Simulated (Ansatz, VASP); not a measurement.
One calculation of C, two programs

Contents of INCAR:

```
SYSTEM = C
  ALGO = Normal
  EDIFF = 1E-6
  ENCUT = 520
  GGA = PE
  ISIF = 2
  ISMEAR = 0
  IVDW = 12
  LASPH = .True.
  LCHARG = .False.
  LREAL = .False.
  LWAVE = .False.
  NBANDS = 11
  NELM = 80
  PREC = Accurate
  SIGMA = 0.15
```

KPOINTS

```
k-points
0
Gamma
  21 21 12
  0 0 0
```

Contents of POSCAR:

```
C
1.0
    2.5262765552      0.0000000000      0.0000000000
   -1.2631382776      2.1878196737      0.0000000000
    0.0000000000      0.0000000000      3.6612690175
C
2
Direct
    0.3333333333      0.6666666667      0.0000000000
    0.6666666667      0.3333333333      0.0000000000
```

Input for Ansatz:

```yaml
crystal:
  lattice:
    - [2.5262765552, 0.0, 0.0]
    - [-1.2631382776, 2.1878196737, 0.0]
    - [0.0, 0.0, 3.6612690175]
  atoms:
    - { symbol: C, position: [0.3333333333, 0.6666666667, 0.0] }
    - { symbol: C, position: [0.6666666667, 0.3333333333, 0.0] }
basis:
  ecutwfc: 520.0
kpoints:
  mp_grid: { grid: [21, 21, 12] }
hamiltonian:
  xc: pbe
  pseudopotentials: { kind: paw, azcp: { folder: soft_1 } }
  dispersion: d3bj
scf:
  occupations: { method: gaussian, width: 0.15 }
output:
  forces: true
  stress: true
  eigenvalues: true
```

Change from the starting cell: mode 6 frozen in at +0.000 Å, equal normal strain along x, y and z +0.0250.

Alike in both runs: task single point; functional PBE; dispersion D3(BJ); k mesh 21 × 21 × 12; occupations gaussian, width 0.15 eV; no spin polarisation.

```csv
,VASP,Ansatz
version,VASP 6.6.1,Ansatz 0.2.0
potentials or method,"VASP PAW PBE potentials, release 64 (C), cutoff 520 eV","scalar-relativistic, plane waves, PAW"
valence electrons in the cell,8,8
```

|  | VASP | Ansatz | Ansatz less VASP |
| --- | --- | --- | --- |
| gap on the k mesh at the Fermi level (eV) | none | none | - |
| pressure (GPa) | -17.2 | -17.5 | -0.36 |
| traceless stress, the component that is largest in VASP (GPa) | 16.74 | 17.16 | +0.423 |

A gap of «none» marks a metal or a gap that the smearing closes.
